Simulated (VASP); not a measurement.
# Ta3TiN4 (Pm-3m) in VASP: notebook

Runs on Ta3TiN4. Level: PBE. Tasks: single point, relaxation of cell and atoms.

Program: VASP 6.6.1. These are calculated values, not measurements. Logs are shortened: lines on timing, memory, paths and dates and some standing lists are left out, and cuts for length are marked.

## Step 1: The cell of the first run

The structure is cubic, space group Pm-3m (No. 221). Conventional cell: a = 4.380 Å, b = 4.380 Å, c = 4.380 Å, α = 90.00°, β = 90.00°, γ = 90.00°. Ti (site symmetry m-3m) has 6 N at 2.19 Å within 2.9 Å. Within 2.9 Å of Ta (site symmetry 4/mmm) lie 6 N at 2.19 Å. Within 2.9 Å of N (site symmetry 4/mmm) lie 2 Ti at 2.19 Å and 4 Ta at 2.19 Å. Within 2.9 Å of N (site symmetry m-3m) lie 6 Ta at 2.19 Å.

## Step 2: Single point, PBE

File INCAR:

```
PREC = Accurate
ENCUT = 520
EDIFF = 1E-6
ISMEAR = 0
SIGMA = 0.1
LREAL = False
LASPH = True
NELM = 80
ALGO = Normal
ISIF = 2
LWAVE = False
LCHARG = True
GGA = PE
LELF = True
LVHAR = True
NBANDS = 42
```

File KPOINTS:

```
Automatic mesh
0
Gamma
  8 8 8
```

File POSCAR:

```
Ta3TiN4
1.0
    4.3801283879      0.0000000000      0.0000000000
    0.0000000000      4.3801283879      0.0000000000
    0.0000000000      0.0000000000      4.3801283879
Ti Ta N
1 3 4
Direct
    0.0000000000      0.0000000000      0.0000000000
    0.0000000000      0.5000000000      0.5000000000
    0.5000000000      0.5000000000      0.0000000000
    0.5000000000      0.0000000000      0.5000000000
    0.5000000000      0.0000000000      0.0000000000
    0.0000000000      0.0000000000      0.5000000000
    0.5000000000      0.5000000000      0.5000000000
    0.0000000000      0.5000000000      0.0000000000
```

Potentials or basis: VASP PAW PBE potentials, release 64 (Ti_sv, Ta_pv, N).

Launch:

```bash
cat potpaw_PBE.64/Ti_sv/POTCAR potpaw_PBE.64/Ta_pv/POTCAR potpaw_PBE.64/N/POTCAR > POTCAR
mpirun -np 1 vasp_std > vasp.out
```

OUTCAR:

```text
PREC = Accurate
   ENCUT = 520
   EDIFF = 1E-6
   ISMEAR = 0
   LREAL = False
   LASPH = True
   NELM = 80
   ISIF = 2
   GGA = PE

 ion  position               nearest neighbor table
   1  0.000  0.000  0.000-   5 2.19   6 2.19   8 2.19   6 2.19   8 2.19   5 2.19   2 3.10   4 3.10
                             2 3.10   2 3.10   3 3.10   3 3.10   2 3.10   3 3.10   4 3.10   4 3.10
   2  0.000  0.500  0.500-   6 2.19   7 2.19   8 2.19   8 2.19   6 2.19   7 2.19   1 3.10   3 3.10
                             1 3.10   1 3.10   4 3.10   3 3.10   1 3.10   3 3.10   4 3.10   4 3.10
   3  0.500  0.500  0.000-   5 2.19   7 2.19   8 2.19   7 2.19   5 2.19   8 2.19   2 3.10   4 3.10
                             1 3.10   1 3.10   4 3.10   2 3.10   4 3.10   1 3.10   2 3.10   4 3.10
   4  0.500  0.000  0.500-   5 2.19   6 2.19   7 2.19   5 2.19   7 2.19   6 2.19   1 3.10   3 3.10
                             1 3.10   2 3.10   3 3.10   2 3.10   3 3.10   1 3.10   2 3.10   3 3.10
   5  0.500  0.000  0.000-   1 2.19   3 2.19   4 2.19   4 2.19   3 2.19   1 2.19
   6  0.000  0.000  0.500-   1 2.19   2 2.19   4 2.19   1 2.19   2 2.19   4 2.19
   7  0.500  0.500  0.500-   2 2.19   3 2.19   4 2.19   3 2.19   4 2.19   2 2.19
   8  0.000  0.500  0.000-   1 2.19   2 2.19   3 2.19   2 2.19   1 2.19   3 2.19

  LATTYP: Found a simple cubic cell.
 ALAT       =     4.3801283879

  Lattice vectors:

 A1 = (   4.3801283879,   0.0000000000,   0.0000000000)
 A2 = (   0.0000000000,   4.3801283879,   0.0000000000)
 A3 = (   0.0000000000,   0.0000000000,   4.3801283879)

Analysis of symmetry for initial positions (statically):
=====================================================================
 Subroutine PRICEL returns:
 Original cell was already a primitive cell.

 Routine SETGRP: Setting up the symmetry group for a
 simple cubic supercell.

 Subroutine GETGRP returns: Found 48 space group operations
 (whereof 48 operations were pure point group operations)
 out of a pool of 48 trial point group operations.

The static configuration has the point symmetry O_h .

Analysis of symmetry for dynamics (positions and initial velocities):
=====================================================================
 Subroutine PRICEL returns:
 Original cell was already a primitive cell.

 Routine SETGRP: Setting up the symmetry group for a
 simple cubic supercell.

 Subroutine GETGRP returns: Found 48 space group operations
 (whereof 48 operations were pure point group operations)
 out of a pool of 48 trial point group operations.

The dynamic configuration has the point symmetry O_h .

 Subroutine INISYM returns: Found 48 space group operations
 (whereof 48 operations are pure point group operations),
 and found     1 'primitive' translations

----------------------------------------------------------------------------------------

                                     Primitive cell

  volume of cell :      84.0351

  direct lattice vectors                    reciprocal lattice vectors
     4.380128388  0.000000000  0.000000000     0.228303810  0.000000000  0.000000000
     0.000000000  4.380128388  0.000000000     0.000000000  0.228303810  0.000000000
     0.000000000  0.000000000  4.380128388     0.000000000  0.000000000  0.228303810

  length of vectors
     4.380128388  4.380128388  4.380128388     0.228303810  0.228303810  0.228303810

  position of ions in fractional coordinates (direct lattice)
     0.000000000  0.000000000  0.000000000
     0.000000000  0.500000000  0.500000000
     0.500000000  0.500000000  0.000000000
     0.500000000  0.000000000  0.500000000
     0.500000000  0.000000000  0.000000000
     0.000000000  0.000000000  0.500000000
     0.500000000  0.500000000  0.500000000
     0.000000000  0.500000000  0.000000000

  ion indices of the primitive-cell ions
   primitive index   ion index
                 1           1
                 2           2
                 3           3
                 4           4
                 5           5
                 6           6
                 7           7
                 8           8

----------------------------------------------------------------------------------------

 KPOINTS: Automatic mesh

Automatic generation of k-mesh.
 Grid dimensions read from file:
 generate k-points for:    8    8    8

 Generating k-lattice:

  Cartesian coordinates                     Fractional coordinates (reciprocal lattice)
     0.028537976  0.000000000  0.000000000     0.125000000  0.000000000  0.000000000
     0.000000000  0.028537976  0.000000000     0.000000000  0.125000000  0.000000000
     0.000000000  0.000000000  0.028537976     0.000000000  0.000000000  0.125000000

  Length of vectors
     0.028537976  0.028537976  0.028537976

  Shift w.r.t. Gamma in fractional coordinates (k-lattice)
     0.000000000  0.000000000  0.000000000

 Subroutine IBZKPT returns following result:
 ===========================================

 Found     35 irreducible k-points:

 Following reciprocal coordinates:
            Coordinates               Weight
  0.000000  0.000000  0.000000      1.000000
  0.125000  0.000000  0.000000      6.000000
  0.250000  0.000000  0.000000      6.000000
  0.375000  0.000000  0.000000      6.000000
  0.500000  0.000000  0.000000      3.000000
  0.125000  0.125000  0.000000     12.000000
[... 16 lines left out ...]
  0.375000  0.375000  0.125000     24.000000
  0.500000  0.375000  0.125000     24.000000
 [... further k-points ...]
   k-points           NKPTS =     35   k-points in BZ     NKDIM =     35   number of bands    NBANDS=     42
   number of dos      NEDOS =    301   number of ions     NIONS =      8
   total plane-waves  NPLWV =  46656
   dimension x,y,z NGX =    36 NGY =   36 NGZ =   36
   dimension x,y,z NGXF=    72 NGYF=   72 NGZF=   72
   ions per type =               1   3   4
   NGX,Y,Z   is equivalent  to a cutoff of  13.66, 13.66, 13.66 a.u.
   NGXF,Y,Z  is equivalent  to a cutoff of  27.33, 27.33, 27.33 a.u.
 SYSTEM =  unknown system
   PREC   = accura    normal or accurate (medium, high low for compatibility)
   ISTART =      0    job   : 0-new  1-cont  2-samecut
   ICHARG =      2    charge: 1-file 2-atom 10-const
   ISPIN  =      1    spin polarized calculation?
   LNONCOLLINEAR =      F non collinear calculations
   LSORBIT =      F    spin-orbit coupling
   LASPH  =      T    aspherical Exc in radial PAW
   ENCUT  =  520.0 eV  38.22 Ry    6.18 a.u.   8.14  8.14  8.14*2*pi/ulx,y,z
   NELM   =     80;   NELMIN=  2; NELMDL= -5     # of ELM steps
   EDIFF  = 0.1E-05   stopping-criterion for ELM
   LREAL  =      F    real-space projection
   EDIFFG = 0.1E-04   stopping-criterion for IOM
   NSW    =      0    number of steps for IOM
   IBRION =     -1    ionic relax: 0-MD 1-quasi-New 2-CG
   NFREE  =      0    steps in history (QN), initial steepest desc. (CG)
   ISIF   =      2    stress and relaxation
   ISYM   =      2    0-nonsym 1-usesym 2-fastsym
   POTIM  = 0.5000    time-step for ionic-motion
   TEBEG  =    0.0;   TEEND  =   0.0 temperature during run
   PSTRESS=    0.0 pullay stress
   NELECT =      65.0000    total number of electrons
   NUPDOWN=      -1.0000    fix difference up-down
   EMIN   =  10.00;   EMAX   =-10.00  energy-range for DOS
   EFERMI =   0.00;   METHOD = LEGACY
   ISMEAR =     0;   SIGMA  =   0.10  broadening in eV -4-tet -1-fermi 0-gaus
   EFERMI_NEDOS =   21; number of points for ismear=-14 and -15
   IALGO  =     38    algorithm
   IMIX   =      4    mixing-type and parameters
     AMIX     =   0.40;   BMIX     =  1.00
     AMIX_MAG =   1.60;   BMIX_MAG =  1.00
  volume/ion in A,a.u.               =      10.50        70.89
  Fermi-wavevector in a.u.,A,eV,Ry     =   1.502770  2.839823 30.726267  2.258317
  Thomas-Fermi vector in A             =   2.613967
   LORBIT       =      0    0 simple, 1 ext, 2 COOP (PROOUT), +10 PAW based schemes
   GGA     = PE    functional components
   LHFCALC =     F    Hartree Fock is set to
   AEXX    =    0.0000 exact exchange contribution
   IVDW    =     0    specifies the selected vdW correction
   LEPSILON=     F    determine dielectric tensor
   LRPA    =     F    only Hartree local field effects (RPA)
 non-spin polarized calculation
 Gauss-broadening in eV      SIGMA  =   0.10
  energy-cutoff  :      520.00
  volume of cell :       84.04
 maximum number of plane-waves:      2301
 NGX is ok and might be reduce to    36
   NGX = 17   NGY = 17   NGZ = 17

 number of electron      65.0000010 magnetization

 Free energy of the ion-electron system (eV)
  ---------------------------------------------------
  ext. energy  EPLUGINS =         0.00000000
  ---------------------------------------------------
  free energy    TOTEN  =       -85.38393862 eV

  energy without entropy =      -85.36560802  energy(sigma->0) =      -85.37477332

 E-fermi :   9.9690     XC(G=0): -13.2584

 val. band max:        9.9525615791   @ k =   0.5000   0.0000   0.0000
 cond. band min:       9.9715202354   @ k =   0.5000   0.3750   0.2500
 fundamental gap:      0.0189586563
 Fermi energy:         9.9690154929

 k-point     1 :       0.0000    0.0000    0.0000
  band No.  band energies     occupation
      1     -47.9676      2.00000
      2     -26.5161      2.00000
      3     -26.5161      2.00000
      4     -26.5161      2.00000
      5     -26.1514      2.00000
      6     -26.1514      2.00000
[... 34 lines left out ...]
     41      12.4569      0.00000
     42      12.4569      0.00000

 k-point     2 :       0.1250    0.0000    0.0000
  band No.  band energies     occupation
      1     -47.9675      2.00000
      2     -26.5040      2.00000
      3     -26.5040      2.00000
      4     -26.4991      2.00000
      5     -26.1549      2.00000
      6     -26.1549      2.00000
[... 979 lines left out ...]
     41      12.0856      0.00000
     42      12.5494      0.00000

 k-point    24 :       0.5000    0.3750    0.1250
  band No.  band energies     occupation
      1     -47.9672      2.00000
      2     -26.5902      2.00000
      3     -26.4633      2.00000
      4     -26.3260      2.00000
      5     -26.3183      2.00000
      6     -26.2235      2.00000
[... 34 lines left out ...]
     41      11.9845      0.00000
     42      12.7161      0.00000

 [... further k-points ...]

------------------------ aborting loop because EDIFF is reached ----------------------------------------

  FORCE on cell =-STRESS in cart. coord.  units (eV):
  Direction    XX          YY          ZZ          XY          YZ          ZX
  --------------------------------------------------------------------------------------
  -------------------------------------------------------------------------------------
  Total        0.3615113      0.3615113      0.3615113     -0.0000000     -0.0000000      0.0000000
  in kB        6.8924226      6.8924226      6.8924226     -0.0000000     -0.0000000      0.0000000
  external PRESSURE =       6.8924226 kB  Pullay stress =       0.0000000 kB

 VOLUME and BASIS-vectors are now :
 -----------------------------------------------------------------------------
  energy-cutoff  :      520.00
  volume of cell :       84.04
      direct lattice vectors                 reciprocal lattice vectors
     4.380128388  0.000000000  0.000000000     0.228303810  0.000000000  0.000000000
     0.000000000  4.380128388  0.000000000     0.000000000  0.228303810  0.000000000
     0.000000000  0.000000000  4.380128388     0.000000000  0.000000000  0.228303810

 POSITION                                       TOTAL-FORCE (eV/Angst)
 -----------------------------------------------------------------------------------
      0.00000      0.00000      0.00000         0.000000      0.000000      0.000000
      0.00000      2.19006      2.19006         0.000000      0.000000      0.000000
      2.19006      2.19006      0.00000         0.000000      0.000000      0.000000
      2.19006      0.00000      2.19006         0.000000      0.000000      0.000000
      2.19006      0.00000      0.00000         0.000000      0.000000      0.000000
      0.00000      0.00000      2.19006         0.000000      0.000000      0.000000
      2.19006      2.19006      2.19006         0.000000      0.000000      0.000000
      0.00000      2.19006      0.00000         0.000000      0.000000      0.000000
 -----------------------------------------------------------------------------------
    total drift:                                0.000000      0.000000      0.000000

  FREE ENERGIE OF THE ION-ELECTRON SYSTEM (eV)
  ---------------------------------------------------
  free  energy   TOTEN  =       -85.3839386235 eV

  energy  without entropy=      -85.3656080236  energy(sigma->0) =      -85.37477332
```

Wall time 4.5 min (1 thread of Intel Xeon 8259CL, shared host); peak memory 0.27 GiB.

What came out:

| Quantity | Value |
| --- | --- |
| Free energy | -85.3839 eV |
| Pressure | 0.7 GPa |
| Band gap on the k mesh | zero (an odd number of electrons rules out a gap without spin polarisation) |

Levels at points of the mesh, in eV from the Fermi level:
```
           k point  band 30  band 31  band 32  band 33  band 34  band 35  band 36  band 37
(0.00, 0.00, 0.00)    -3.49    -3.49    -3.49    -1.70    -1.70    -1.70     0.12     0.12
(0.50, 0.00, 0.00)    -4.12    -3.14    -0.02    -0.02     0.05     0.05     0.79     1.00
(0.50, 0.50, 0.00)     0.40     0.41     0.41     0.65     0.65     0.75     0.75     1.09
(0.50, 0.50, 0.50)     1.24     1.24     1.24     1.91     1.91     1.91     1.99     1.99
```

Caveat: spin-orbit coupling is left out, which moves the levels of the heavy elements; an odd number of electrons without spin polarisation forces a metal; a magnetic or distorted state may lie lower.

## Step 3: Single point, PBE, collinear spin

This run uses another cell than the first one, of 13.21 Å³/atom.

File INCAR:

```
  ALGO = Normal
  EDIFF = 1E-6
  ENCUT = 520
  GGA = PE
  ISIF = 2
  ISMEAR = 0
  ISPIN = 2
  LASPH = T
  LCHARG = T
  LELF = T
  LMAXMIX = 4
  LORBIT = 11
  LREAL = F
  LVHAR = T
  LWAVE = F
  MAGMOM = 1 0 0 0 0 0 0 0
  NBANDS = 46
  NELM = 150
  PREC = Accurate
  SIGMA = 0.1
```

File KPOINTS:

```
k-points
0
Gamma
  4 4 4
```

POSCAR: that of step 2 with these lines changed.

```diff
@@ -2,5 +2,5 @@
 1.0
-    4.3801283879      0.0000000000      0.0000000000
-    0.0000000000      4.3801283879      0.0000000000
-    0.0000000000      0.0000000000      4.3801283879
+    4.7278324300      0.0000000000      0.0000000000
+    0.0000000000      4.7278324300      0.0000000000
+    0.0000000000      0.0000000000      4.7278324300
 Ti Ta N
```

Potentials or basis: VASP PAW PBE potentials, release 64 (Ti_sv, Ta_pv, N).

Launch:

```bash
cat potpaw_PBE.64/Ti_sv/POTCAR potpaw_PBE.64/Ta_pv/POTCAR potpaw_PBE.64/N/POTCAR > POTCAR
mpirun -np 1 vasp_std > vasp.out
```

Wall time 3.7 min (1 thread of Intel Xeon 8259CL, shared host); peak memory 0.28 GiB.

It converged, with:

| Quantity | Value |
| --- | --- |
| Free energy | -81.6578 eV |
| Pressure | -43.4 GPa |
| Net moment | 0.00 μB per cell |
| Valence electrons inside the program's atomic spheres | Ti 10.05; Ta 8.52; N 3.59, 3.61 (each value once) |

Levels at points of the mesh, in eV from the Fermi level:
Spin up:
| k point | band 30 | band 31 | band 32 | band 33 | band 34 | band 35 |
| --- | --- | --- | --- | --- | --- | --- |
| (0.00, 0.00, 0.00) | -2.89 | -2.89 | -2.89 | -1.29 | -1.29 | -1.29 |
| (0.50, 0.00, 0.00) | -3.14 | -2.27 | -0.05 | -0.05 | -0.04 | -0.04 |
| (0.50, 0.50, 0.00) | 0.16 | 0.26 | 0.26 | 0.37 | 0.37 | 0.56 |
| (0.50, 0.50, 0.50) | 0.88 | 0.88 | 0.88 | 1.16 | 1.16 | 1.16 |
Spin down:
```tsv
k point	band 28	band 29	band 30	band 31	band 32	band 33	band 34	band 35	band 36	band 37
(0.00, 0.00, 0.00)	-3.73	-3.73	-2.89	-2.89	-2.89	-1.29	-1.29	-1.29	0.01	0.01
(0.50, 0.00, 0.00)	-3.79	-3.79	-3.14	-2.27	-0.05	-0.05	-0.04	-0.04	0.56	0.58
(0.50, 0.50, 0.00)	-5.12	-4.53	0.16	0.27	0.27	0.37	0.37	0.56	0.56	0.78
(0.50, 0.50, 0.50)	-4.85	-4.85	0.89	0.89	0.89	1.16	1.16	1.16	1.26	1.26
```

Caveat: the cell stands under tension; spin-orbit coupling is left out, which moves the levels of the heavy elements.

[end of part 1 of 2]

The gap in the log of VASP goes by the Fermi energy; the results here count the filled bands.